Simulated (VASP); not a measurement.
# MgS (Fm-3m) in VASP: single point with PBE

Aim: the single point of MgS with PBE.

Everything below comes from runs of VASP 6.6.1. Logs are shortened: lines on timing, memory, paths and dates and some standing lists are left out, and cuts for length are marked.

## Step 1: The cell of the first run

Symmetry: Fm-3m, No. 225, cubic system. Conventional cell: a = 5.203 Å, b = 5.203 Å, c = 5.203 Å, α = 90.00°, β = 90.00°, γ = 90.00°. Mg (site symmetry m-3m) has 6 S at 2.60 Å within 3.4 Å. S (site symmetry m-3m) has 6 Mg at 2.60 Å within 3.4 Å.

## Step 2: Single point, PBE

File POSCAR:

```
MgS
1.0
    0.0000000000      2.6016500000      2.6016500000
    2.6016500000      0.0000000000      2.6016500000
    2.6016500000      2.6016500000      0.0000000000
Mg S
1 1
Direct
    0.0000000000      0.0000000000      0.0000000000
    0.5000000000      0.5000000000      0.5000000000
```

File INCAR.step1:

```
SYSTEM = MgS
ALGO     = Normal         ! electronic algorithm
EDIFF    = 1E-6           ! SCF threshold, eV
ENCUT    = 520            ! plane-wave cutoff, eV
GGA      = PE             ! functional
GGA_COMPAT= .False.      
ISIF     = 2              ! what is computed and relaxed
ISMEAR   = 0              ! smearing method
LASPH    = .True.         ! aspherical terms in the spheres
LCHARG   = .True.         ! write CHGCAR
LORBIT   = 11             ! projections on sites
LREAL    = .False.        ! projectors in reciprocal space
LWAVE    = .False.        ! write WAVECAR
NBANDS   = 11             ! bands
NEDOS    = 2001           ! points of the DOS
NELM     = 120            ! most SCF steps
PREC     = Accurate       ! precision mode
SIGMA    = 0.01           ! smearing width, eV
```

File KPOINTS.step1:

```
k-points
0
Gamma
  5 5 5
  0 0 0
```

File INCAR.step2:

```
SYSTEM = MgS
ALGO     = Normal         ! electronic algorithm
EDIFF    = 1E-6           ! SCF threshold, eV
ENCUT    = 520            ! plane-wave cutoff, eV
GGA      = PE             ! functional
GGA_COMPAT= .False.      
ICHARG   = 11             ! starting density
ISIF     = 2              ! what is computed and relaxed
ISMEAR   = -5             ! smearing method
LASPH    = .True.         ! aspherical terms in the spheres
LCHARG   = .False.        ! write CHGCAR
LORBIT   = 10             ! projections on sites
LREAL    = .False.        ! projectors in reciprocal space
LWAVE    = .False.        ! write WAVECAR
NBANDS   = 11             ! bands
NEDOS    = 2001           ! points of the DOS
NELM     = 120            ! most SCF steps
PREC     = Accurate       ! precision mode
SIGMA    = 0.01           ! smearing width, eV
```

File KPOINTS.step2:

```
k-points
0
Gamma
  8 8 8
  0 0 0
```

Potentials or basis: VASP PAW PBE potentials, release 64 (Mg, S).

The run is started by

```
$ cat potpaw_PBE.64/Mg/POTCAR potpaw_PBE.64/S/POTCAR > POTCAR
$ cp INCAR.step1 INCAR
$ cp KPOINTS.step1 KPOINTS
$ mpirun -np 1 vasp_std > vasp.out
$ cp INCAR.step2 INCAR
$ cp KPOINTS.step2 KPOINTS
$ mpirun -np 1 vasp_std > vasp.out
```

OUTCAR:

```text
SYSTEM = MgS
   EDIFF = 1E-6
   ENCUT = 520
   GGA = PE
   ICHARG = 11
   ISIF = 2
   ISMEAR = -5
   LASPH = .True.
   LORBIT = 10
   LREAL = .False.
   NELM = 120
   PREC = Accurate

 ion  position               nearest neighbor table
   1  0.000  0.000  0.000-   2 2.60   2 2.60   2 2.60   2 2.60   2 2.60   2 2.60
   2  0.500  0.500  0.500-   1 2.60   1 2.60   1 2.60   1 2.60   1 2.60   1 2.60

  LATTYP: Found a face centered cubic cell.
 ALAT       =     5.2033000000

  Lattice vectors:

 A1 = (   0.0000000000,   2.6016500000,   2.6016500000)
 A2 = (   2.6016500000,   0.0000000000,   2.6016500000)
 A3 = (   2.6016500000,   2.6016500000,   0.0000000000)

Analysis of symmetry for initial positions (statically):
=====================================================================
 Subroutine PRICEL returns:
 Original cell was already a primitive cell.

 Routine SETGRP: Setting up the symmetry group for a
 face centered cubic supercell.

 Subroutine GETGRP returns: Found 48 space group operations
 (whereof 48 operations were pure point group operations)
 out of a pool of 48 trial point group operations.

The static configuration has the point symmetry O_h .

Analysis of symmetry for dynamics (positions and initial velocities):
=====================================================================
 Subroutine PRICEL returns:
 Original cell was already a primitive cell.

 Routine SETGRP: Setting up the symmetry group for a
 face centered cubic supercell.

 Subroutine GETGRP returns: Found 48 space group operations
 (whereof 48 operations were pure point group operations)
 out of a pool of 48 trial point group operations.

The dynamic configuration has the point symmetry O_h .

 Subroutine INISYM returns: Found 48 space group operations
 (whereof 48 operations are pure point group operations),
 and found     1 'primitive' translations

----------------------------------------------------------------------------------------

                                     Primitive cell

  volume of cell :      35.2190

  direct lattice vectors                    reciprocal lattice vectors
     0.000000000  2.601650000  2.601650000    -0.192185728  0.192185728  0.192185728
     2.601650000  0.000000000  2.601650000     0.192185728 -0.192185728  0.192185728
     2.601650000  2.601650000  0.000000000     0.192185728  0.192185728 -0.192185728

  length of vectors
     3.679288715  3.679288715  3.679288715     0.332875446  0.332875446  0.332875446

  position of ions in fractional coordinates (direct lattice)
     0.000000000  0.000000000  0.000000000
     0.500000000  0.500000000  0.500000000

  ion indices of the primitive-cell ions
   primitive index   ion index
                 1           1
                 2           2

----------------------------------------------------------------------------------------

 KPOINTS: k-points

Automatic generation of k-mesh.
 Grid dimensions read from file:
 generate k-points for:    8    8    8

 Generating k-lattice:

  Cartesian coordinates                     Fractional coordinates (reciprocal lattice)
    -0.024023216  0.024023216  0.024023216     0.125000000  0.000000000  0.000000000
     0.024023216 -0.024023216  0.024023216     0.000000000  0.125000000  0.000000000
     0.024023216  0.024023216 -0.024023216     0.000000000  0.000000000  0.125000000

  Length of vectors
     0.041609431  0.041609431  0.041609431

  Shift w.r.t. Gamma in fractional coordinates (k-lattice)
     0.000000000  0.000000000  0.000000000

 TETIRR: Found     76 inequivalent tetrahedra from     3072

 Subroutine IBZKPT returns following result:
 ===========================================

 Found     29 irreducible k-points:

 Following reciprocal coordinates:
            Coordinates               Weight
  0.000000  0.000000  0.000000      1.000000
  0.125000  0.000000  0.000000      8.000000
  0.250000  0.000000  0.000000      8.000000
  0.375000  0.000000  0.000000      8.000000
  0.500000  0.000000  0.000000      4.000000
  0.125000  0.125000  0.000000      6.000000
[... 16 lines left out ...]
  0.500000  0.250000  0.125000     48.000000
 -0.375000  0.250000  0.125000     24.000000
 [... further k-points ...]
   k-points           NKPTS =     29   k-points in BZ     NKDIM =     29   number of bands    NBANDS=     11
   number of dos      NEDOS =   2001   number of ions     NIONS =      2
   total plane-waves  NPLWV =  21952
   dimension x,y,z NGX =    28 NGY =   28 NGZ =   28
   dimension x,y,z NGXF=    56 NGYF=   56 NGZF=   56
   ions per type =               1   1
   NGX,Y,Z   is equivalent  to a cutoff of  12.65, 12.65, 12.65 a.u.
   NGXF,Y,Z  is equivalent  to a cutoff of  25.30, 25.30, 25.30 a.u.
 SYSTEM =  MgS
   PREC   = accura    normal or accurate (medium, high low for compatibility)
   ISTART =      0    job   : 0-new  1-cont  2-samecut
   ICHARG =     11    charge: 1-file 2-atom 10-const
   ISPIN  =      1    spin polarized calculation?
   LNONCOLLINEAR =      F non collinear calculations
   LSORBIT =      F    spin-orbit coupling
   LASPH  =      T    aspherical Exc in radial PAW
   ENCUT  =  520.0 eV  38.22 Ry    6.18 a.u.   6.84  6.84  6.84*2*pi/ulx,y,z
   NELM   =    120;   NELMIN=  2; NELMDL=  0     # of ELM steps
   EDIFF  = 0.1E-05   stopping-criterion for ELM
   LREAL  =      F    real-space projection
   EDIFFG = 0.1E-04   stopping-criterion for IOM
   NSW    =      0    number of steps for IOM
   IBRION =     -1    ionic relax: 0-MD 1-quasi-New 2-CG
   NFREE  =      0    steps in history (QN), initial steepest desc. (CG)
   ISIF   =      2    stress and relaxation
   ISYM   =      2    0-nonsym 1-usesym 2-fastsym
   POTIM  = 0.5000    time-step for ionic-motion
   TEBEG  =    0.0;   TEEND  =   0.0 temperature during run
   PSTRESS=    0.0 pullay stress
   NELECT =       8.0000    total number of electrons
   NUPDOWN=      -1.0000    fix difference up-down
   EMIN   =  10.00;   EMAX   =-10.00  energy-range for DOS
   EFERMI =   0.00;   METHOD = LEGACY
   ISMEAR =    -5;   SIGMA  =   0.01  broadening in eV -4-tet -1-fermi 0-gaus
   EFERMI_NEDOS =   21; number of points for ismear=-14 and -15
   IALGO  =     38    algorithm
   IMIX   =      4    mixing-type and parameters
     AMIX     =   0.40;   BMIX     =  1.00
     AMIX_MAG =   1.60;   BMIX_MAG =  1.00
  volume/ion in A,a.u.               =      17.61       118.83
  Fermi-wavevector in a.u.,A,eV,Ry     =   0.998878  1.887606 13.575323  0.997758
  Thomas-Fermi vector in A             =   2.131131
   LORBIT       =     10    0 simple, 1 ext, 2 COOP (PROOUT), +10 PAW based schemes
   GGA     = PE    functional components
   LHFCALC =     F    Hartree Fock is set to
   AEXX    =    0.0000 exact exchange contribution
   IVDW    =     0    specifies the selected vdW correction
   LEPSILON=     F    determine dielectric tensor
   LRPA    =     F    only Hartree local field effects (RPA)
 non-spin polarized calculation
 Fermi weights with tetrahedron method with Bloechl corrections
  energy-cutoff  :      520.00
  volume of cell :       35.22
 maximum number of plane-waves:       960

 number of electron       8.0000000 magnetization

 Free energy of the ion-electron system (eV)
  ---------------------------------------------------
  ext. energy  EPLUGINS =         0.00000000
  ---------------------------------------------------
  free energy    TOTEN  =        -8.50190018 eV

  energy without entropy =       -8.50190018  energy(sigma->0) =       -8.50190018

 E-fermi :   3.7396     XC(G=0):  -9.6859

 val. band max:        3.7333482738   @ k =   0.0000   0.0000   0.0000
 cond. band min:       6.5016368531   @ k =   0.5000   0.5000   0.0000
 fundamental gap:      2.7682885793
 Fermi energy:         3.7396456523

 k-point     1 :       0.0000    0.0000    0.0000
  band No.  band energies     occupation
      1      -8.9338      2.00000
      2       3.7333      2.00000
      3       3.7333      2.00000
      4       3.7333      2.00000
      5       7.4402      0.00000
      6      11.6826      0.00000
      7      11.6826      0.00000
      8      11.6826      0.00000
      9      14.0782      0.00000
     10      14.0782      0.00000
     11      16.2666      0.00000

 k-point     2 :       0.1250    0.0000    0.0000
  band No.  band energies     occupation
      1      -8.7827      2.00000
      2       2.6849      2.00000
      3       3.6323      2.00000
      4       3.6323      2.00000
      5       8.2423      0.00000
      6      11.3659      0.00000
      7      11.9302      0.00000
      8      11.9302      0.00000
      9      13.4426      0.00000
     10      13.4426      0.00000
     11      16.4233      0.00000

 k-point     3 :       0.2500    0.0000    0.0000
  band No.  band energies     occupation
      1      -8.3739      2.00000
      2       0.9249      2.00000
      3       3.4120      2.00000
      4       3.4120      2.00000
      5       8.6896      0.00000
      6      11.5478      0.00000
      7      11.5478      0.00000
      8      12.0335      0.00000
      9      14.0195      0.00000
     10      14.0195      0.00000
     11      15.6166      0.00000
[... 267 lines left out ...]
 k-point    23 :       0.5000    0.2500    0.1250
  band No.  band energies     occupation
      1      -7.6326      2.00000
      2      -0.1797      2.00000
      3       1.7406      2.00000
      4       2.7452      2.00000
      5       9.3466      0.00000
      6      10.1219      0.00000
      7      11.5424      0.00000
      8      12.7257      0.00000
      9      15.3916      0.00000
     10      17.9967      0.00000
     11      18.6295      0.00000

 k-point    24 :      -0.3750    0.2500    0.1250
  band No.  band energies     occupation
      1      -7.4312      2.00000
      2      -0.5725      2.00000
      3       1.5971      2.00000
      4       2.5838      2.00000
      5       9.2985      0.00000
      6       9.8392      0.00000
      7      12.1462      0.00000
      8      13.1516      0.00000
      9      15.9944      0.00000
     10      17.0258      0.00000
     11      19.2874      0.00000

 [... further k-points ...]
[... 5 lines left out ...]
  --------------------------------------------------------------------------------------
  -------------------------------------------------------------------------------------
  Total        0.1243914      0.1243914      0.1243914      0.0000000      0.0000000      0.0000000
  in kB        5.6588020      5.6588020      5.6588020      0.0000000      0.0000000      0.0000000
  external PRESSURE =       5.6588020 kB  Pullay stress =       0.0000000 kB

 VOLUME and BASIS-vectors are now :
 -----------------------------------------------------------------------------
  energy-cutoff  :      520.00
  volume of cell :       35.22
      direct lattice vectors                 reciprocal lattice vectors
     0.000000000  2.601650000  2.601650000    -0.192185728  0.192185728  0.192185728
     2.601650000  0.000000000  2.601650000     0.192185728 -0.192185728  0.192185728
     2.601650000  2.601650000  0.000000000     0.192185728  0.192185728 -0.192185728

 POSITION                                       TOTAL-FORCE (eV/Angst)
 -----------------------------------------------------------------------------------
      0.00000      0.00000      0.00000         0.000000      0.000000      0.000000
      2.60165      2.60165      2.60165        -0.000000     -0.000000      0.000000
 -----------------------------------------------------------------------------------
    total drift:                                0.000000      0.000000      0.000000

  FREE ENERGIE OF THE ION-ELECTRON SYSTEM (eV)
  ---------------------------------------------------
  free  energy   TOTEN  =        -8.5019001832 eV

  energy  without entropy=       -8.5019001832  energy(sigma->0) =       -8.50190018

 total charge

# of ion       s       p       d       tot
------------------------------------------
    1        0.137   0.128   0.040   0.304
    2        1.313   2.502   0.000   3.815
--------------------------------------------------
tot          1.450   2.629   0.040   4.119
```

Wall time 8.7 s (1 thread of AMD EPYC 7R13 (Zen 3), shared host); peak memory 0.12 GiB.

What came out:

| Property | Result |
| --- | --- |
| Valence electrons inside the program's atomic spheres | Mg 0.30; S 3.81 |
